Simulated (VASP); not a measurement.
# SiMo3 (Pm-3n) in VASP: single point with PBE

Aim: the single point of SiMo3 with PBE.

All numbers are computed with VASP 6.6.1; they aren't measurements. Logs are shortened: lines on timing, memory, paths and dates and some standing lists are left out, and cuts for length are marked.

### 1 The cell of the first run

The structure is cubic, space group Pm-3n (No. 223). The conventional cell has a = 4.827 Å, b = 4.827 Å, c = 4.827 Å, α = 90.00°, β = 90.00°, γ = 90.00°. Within 3.6 Å of Si (site symmetry m-3) lie 12 Mo at 2.70 Å. Within 3.2 Å of Mo (site symmetry -4m2) lie 10 Mo at 2.41 to 2.96 Å and 4 Si at 2.70 Å.

### 2 Single point, PBE (14.06 Å³/atom)

File INCAR:

```
PREC = Accurate
ENCUT = 500
EDIFF = 1E-6
ISMEAR = -1
SIGMA = 0.05
LREAL = False
LASPH = True
NELM = 120
ALGO = Normal
ISIF = 2
LWAVE = False
LCHARG = True
GGA = PE
LELF = True
LVHAR = True
NBANDS = 56
GGA_COMPAT = False
```

File KPOINTS:

```
Automatic mesh
0
Gamma
  10 10 10
```

File POSCAR:

```
SiMo3
1.0
    4.8268702719      0.0000000000      0.0000000000
    0.0000000000      4.8268702719      0.0000000000
    0.0000000000      0.0000000000      4.8268702719
Si Mo
2 6
Direct
    0.0000000000      0.0000000000      0.0000000000
    0.5000000000      0.5000000000      0.5000000000
    0.2500000000      0.0000000000      0.5000000000
    0.5000000000      0.7500000000      0.0000000000
    0.7500000000      0.0000000000      0.5000000000
    0.5000000000      0.2500000000      0.0000000000
    0.0000000000      0.5000000000      0.7500000000
    0.0000000000      0.5000000000      0.2500000000
```

Potentials or basis: VASP PAW PBE potentials, release 64 (Si, Mo_sv).

Launch:

```sh
$ cat potpaw_PBE.64/Si/POTCAR potpaw_PBE.64/Mo_sv/POTCAR > POTCAR
$ mpirun -np 1 vasp_std > vasp.out
```

OUTCAR:

```text
PREC = Accurate
   ENCUT = 500
   EDIFF = 1E-6
   ISMEAR = -1
   LREAL = False
   LASPH = True
   NELM = 120
   ISIF = 2
   GGA = PE

 ion  position               nearest neighbor table
   1  0.000  0.000  0.000-   3 2.70   4 2.70   5 2.70   6 2.70   7 2.70   8 2.70   3 2.70   5 2.70
                             7 2.70   8 2.70   4 2.70   6 2.70
   2  0.500  0.500  0.500-   3 2.70   4 2.70   5 2.70   6 2.70   7 2.70   8 2.70   4 2.70   6 2.70
                             3 2.70   5 2.70   7 2.70   8 2.70
   3  0.250  0.000  0.500-   5 2.41   5 2.41   1 2.70   1 2.70   2 2.70   2 2.70   8 2.96   4 2.96
                             4 2.96   6 2.96   6 2.96   7 2.96   8 2.96   7 2.96
   4  0.500  0.750  0.000-   6 2.41   6 2.41   1 2.70   2 2.70   2 2.70   1 2.70   8 2.96   5 2.96
                             3 2.96   5 2.96   3 2.96   7 2.96   7 2.96   8 2.96
   5  0.750  0.000  0.500-   3 2.41   3 2.41   1 2.70   1 2.70   2 2.70   2 2.70   8 2.96   4 2.96
                             4 2.96   6 2.96   6 2.96   7 2.96   8 2.96   7 2.96
   6  0.500  0.250  0.000-   4 2.41   4 2.41   1 2.70   2 2.70   2 2.70   1 2.70   8 2.96   3 2.96
                             3 2.96   5 2.96   5 2.96   7 2.96   7 2.96   8 2.96
   7  0.000  0.500  0.750-   8 2.41   8 2.41   1 2.70   2 2.70   1 2.70   2 2.70   3 2.96   4 2.96
                             5 2.96   3 2.96   5 2.96   6 2.96   4 2.96   6 2.96
   8  0.000  0.500  0.250-   7 2.41   7 2.41   1 2.70   2 2.70   1 2.70   2 2.70   3 2.96   4 2.96
                             5 2.96   3 2.96   5 2.96   6 2.96   4 2.96   6 2.96

  LATTYP: Found a simple cubic cell.
 ALAT       =     4.8268702719

  Lattice vectors:

 A1 = (   4.8268702719,   0.0000000000,   0.0000000000)
 A2 = (   0.0000000000,   4.8268702719,   0.0000000000)
 A3 = (   0.0000000000,   0.0000000000,   4.8268702719)

Analysis of symmetry for initial positions (statically):
=====================================================================
 Subroutine PRICEL returns:
 Original cell was already a primitive cell.

 Routine SETGRP: Setting up the symmetry group for a
 simple cubic supercell.

 Subroutine GETGRP returns: Found 48 space group operations
 (whereof 24 operations were pure point group operations)
 out of a pool of 48 trial point group operations.

The static configuration has the point symmetry T_h .
 The point group associated with its full space group is O_h .

Analysis of symmetry for dynamics (positions and initial velocities):
=====================================================================
 Subroutine PRICEL returns:
 Original cell was already a primitive cell.

 Routine SETGRP: Setting up the symmetry group for a
 simple cubic supercell.

 Subroutine GETGRP returns: Found 48 space group operations
 (whereof 24 operations were pure point group operations)
 out of a pool of 48 trial point group operations.

The dynamic configuration has the point symmetry T_h .
 The point group associated with its full space group is O_h .

 Subroutine INISYM returns: Found 48 space group operations
 (whereof 24 operations are pure point group operations),
 and found     1 'primitive' translations

----------------------------------------------------------------------------------------

                                     Primitive cell

  volume of cell :     112.4597

  direct lattice vectors                    reciprocal lattice vectors
     4.826870272  0.000000000  0.000000000     0.207173581  0.000000000  0.000000000
     0.000000000  4.826870272  0.000000000     0.000000000  0.207173581  0.000000000
     0.000000000  0.000000000  4.826870272     0.000000000  0.000000000  0.207173581

  length of vectors
     4.826870272  4.826870272  4.826870272     0.207173581  0.207173581  0.207173581

  position of ions in fractional coordinates (direct lattice)
     0.000000000  0.000000000  0.000000000
     0.500000000  0.500000000  0.500000000
     0.250000000  0.000000000  0.500000000
     0.500000000  0.750000000  0.000000000
     0.750000000  0.000000000  0.500000000
     0.500000000  0.250000000  0.000000000
     0.000000000  0.500000000  0.750000000
     0.000000000  0.500000000  0.250000000

  ion indices of the primitive-cell ions
   primitive index   ion index
                 1           1
                 2           2
                 3           3
                 4           4
                 5           5
                 6           6
                 7           7
                 8           8

----------------------------------------------------------------------------------------

 KPOINTS: Automatic mesh

Automatic generation of k-mesh.
 Grid dimensions read from file:
 generate k-points for:   10   10   10

 Generating k-lattice:

  Cartesian coordinates                     Fractional coordinates (reciprocal lattice)
     0.020717358  0.000000000  0.000000000     0.100000000  0.000000000  0.000000000
     0.000000000  0.020717358  0.000000000     0.000000000  0.100000000  0.000000000
     0.000000000  0.000000000  0.020717358     0.000000000  0.000000000  0.100000000

  Length of vectors
     0.020717358  0.020717358  0.020717358

  Shift w.r.t. Gamma in fractional coordinates (k-lattice)
     0.000000000  0.000000000  0.000000000

 Subroutine IBZKPT returns following result:
 ===========================================

 Found     56 irreducible k-points:

 Following reciprocal coordinates:
            Coordinates               Weight
  0.000000  0.000000  0.000000      1.000000
  0.100000  0.000000  0.000000      6.000000
  0.200000  0.000000  0.000000      6.000000
  0.300000  0.000000  0.000000      6.000000
  0.400000  0.000000  0.000000      6.000000
  0.500000  0.000000  0.000000      3.000000
[... 16 lines left out ...]
  0.200000  0.100000  0.100000     24.000000
  0.300000  0.100000  0.100000     24.000000
 [... further k-points ...]
   k-points           NKPTS =     56   k-points in BZ     NKDIM =     56   number of bands    NBANDS=     56
   number of dos      NEDOS =    301   number of ions     NIONS =      8
   total plane-waves  NPLWV =  46656
   dimension x,y,z NGX =    36 NGY =   36 NGZ =   36
   dimension x,y,z NGXF=    72 NGYF=   72 NGZF=   72
   ions per type =               2   6
   NGX,Y,Z   is equivalent  to a cutoff of  12.40, 12.40, 12.40 a.u.
   NGXF,Y,Z  is equivalent  to a cutoff of  24.80, 24.80, 24.80 a.u.
 SYSTEM =  unknown system
   PREC   = accura    normal or accurate (medium, high low for compatibility)
   ISTART =      0    job   : 0-new  1-cont  2-samecut
   ICHARG =      2    charge: 1-file 2-atom 10-const
   ISPIN  =      1    spin polarized calculation?
   LNONCOLLINEAR =      F non collinear calculations
   LSORBIT =      F    spin-orbit coupling
   LASPH  =      T    aspherical Exc in radial PAW
   ENCUT  =  500.0 eV  36.75 Ry    6.06 a.u.   8.80  8.80  8.80*2*pi/ulx,y,z
   NELM   =    120;   NELMIN=  2; NELMDL= -5     # of ELM steps
   EDIFF  = 0.1E-05   stopping-criterion for ELM
   LREAL  =      F    real-space projection
   EDIFFG = 0.1E-04   stopping-criterion for IOM
   NSW    =      0    number of steps for IOM
   IBRION =     -1    ionic relax: 0-MD 1-quasi-New 2-CG
   NFREE  =      0    steps in history (QN), initial steepest desc. (CG)
   ISIF   =      2    stress and relaxation
   ISYM   =      2    0-nonsym 1-usesym 2-fastsym
   POTIM  = 0.5000    time-step for ionic-motion
   TEBEG  =    0.0;   TEEND  =   0.0 temperature during run
   PSTRESS=    0.0 pullay stress
   NELECT =      92.0000    total number of electrons
   NUPDOWN=      -1.0000    fix difference up-down
   EMIN   =  10.00;   EMAX   =-10.00  energy-range for DOS
   EFERMI =   0.00;   METHOD = LEGACY
   ISMEAR =    -1;   SIGMA  =   0.05  broadening in eV -4-tet -1-fermi 0-gaus
   EFERMI_NEDOS =   21; number of points for ismear=-14 and -15
   IALGO  =     38    algorithm
   IMIX   =      4    mixing-type and parameters
     AMIX     =   0.40;   BMIX     =  1.00
     AMIX_MAG =   1.60;   BMIX_MAG =  1.00
  volume/ion in A,a.u.               =      14.06        94.86
  Fermi-wavevector in a.u.,A,eV,Ry     =   1.531106  2.893370 31.895925  2.344284
  Thomas-Fermi vector in A             =   2.638496
   LORBIT       =      0    0 simple, 1 ext, 2 COOP (PROOUT), +10 PAW based schemes
   GGA     = PE    functional components
   LHFCALC =     F    Hartree Fock is set to
   AEXX    =    0.0000 exact exchange contribution
   IVDW    =     0    specifies the selected vdW correction
   LEPSILON=     F    determine dielectric tensor
   LRPA    =     F    only Hartree local field effects (RPA)
 non-spin polarized calculation
  energy-cutoff  :      500.00
  volume of cell :      112.46
 maximum number of plane-waves:      2897
 NGX is ok and might be reduce to    36
   NGX = 17   NGY = 17   NGZ = 17

 number of electron      92.0000023 magnetization

 Free energy of the ion-electron system (eV)
  ---------------------------------------------------
  ext. energy  EPLUGINS =         0.00000000
  ---------------------------------------------------
  free energy    TOTEN  =       -78.76612959 eV

  energy without entropy =      -78.73599967  energy(sigma->0) =      -78.75106463

 E-fermi :  13.3869     XC(G=0): -13.3201

 val. band max:       13.3829176459   @ k =   0.5000   0.2000   0.0000
 cond. band min:      13.3869744351   @ k =   0.4000   0.3000   0.2000
 fundamental gap:      0.0040567892
 Fermi energy:        13.3868989867

 k-point     1 :       0.0000    0.0000    0.0000
  band No.  band energies     occupation
      1     -47.9108      2.00000
      2     -47.7743      2.00000
      3     -47.7743      2.00000
      4     -47.3981      2.00000
      5     -47.3981      2.00000
      6     -47.3981      2.00000
[... 48 lines left out ...]
     55      16.2458      0.00000
     56      16.2771      0.00000

 k-point     2 :       0.1000    0.0000    0.0000
  band No.  band energies     occupation
      1     -47.9054      2.00000
      2     -47.7769      2.00000
      3     -47.7676      2.00000
      4     -47.4086      2.00000
      5     -47.3981      2.00000
      6     -47.3981      2.00000
[... 1291 lines left out ...]
  band No.  band energies     occupation
      1     -47.8599      2.00000
      2     -47.7866      2.00000
      3     -47.7126      2.00000
      4     -47.4858      2.00000
      5     -47.4092      2.00000
      6     -47.4079      2.00000
[... 48 lines left out ...]
     55      15.9813      0.00000
     56      16.2843      0.00000

 [... further k-points ...]

------------------------ aborting loop because EDIFF is reached ----------------------------------------

  FORCE on cell =-STRESS in cart. coord.  units (eV):
  Direction    XX          YY          ZZ          XY          YZ          ZX
  --------------------------------------------------------------------------------------
  -------------------------------------------------------------------------------------
  Total        9.9022246      9.9022246      9.9022246      0.0000000      0.0000000      0.0000000
  in kB      141.0738358    141.0738358    141.0738358      0.0000000      0.0000000      0.0000000
  external PRESSURE =     141.0738358 kB  Pullay stress =       0.0000000 kB

 VOLUME and BASIS-vectors are now :
 -----------------------------------------------------------------------------
  energy-cutoff  :      500.00
  volume of cell :      112.46
      direct lattice vectors                 reciprocal lattice vectors
     4.826870272  0.000000000  0.000000000     0.207173581  0.000000000  0.000000000
     0.000000000  4.826870272  0.000000000     0.000000000  0.207173581  0.000000000
     0.000000000  0.000000000  4.826870272     0.000000000  0.000000000  0.207173581

 POSITION                                       TOTAL-FORCE (eV/Angst)
 -----------------------------------------------------------------------------------
      0.00000      0.00000      0.00000        -0.000000     -0.000000      0.000000
      2.41344      2.41344      2.41344        -0.000000     -0.000000      0.000000
      1.20672      0.00000      2.41344         0.000000     -0.000000     -0.000000
      2.41344      3.62015      0.00000         0.000000     -0.000000     -0.000000
      3.62015      0.00000      2.41344        -0.000000      0.000000      0.000000
      2.41344      1.20672      0.00000         0.000000      0.000000      0.000000
      0.00000      2.41344      3.62015        -0.000000      0.000000     -0.000000
      0.00000      2.41344      1.20672         0.000000     -0.000000      0.000000
 -----------------------------------------------------------------------------------
    total drift:                                0.000000      0.000000     -0.000000

  FREE ENERGIE OF THE ION-ELECTRON SYSTEM (eV)
  ---------------------------------------------------
  free  energy   TOTEN  =       -78.7661295914 eV

  energy  without entropy=      -78.7359996732  energy(sigma->0) =      -78.75106463
```

Wall time 5.7 min (1 thread of Oxide Virtual Turin-like, shared host); peak memory 0.32 GiB.

Results:

```yaml
Free_energy: -78.7661 eV
Pressure: 14.1 GPa
Band_gap_on_the_k_mesh: zero (bands 46 and 47 overlap by 2.51 eV)
```

Caveat: the cell stands under pressure.
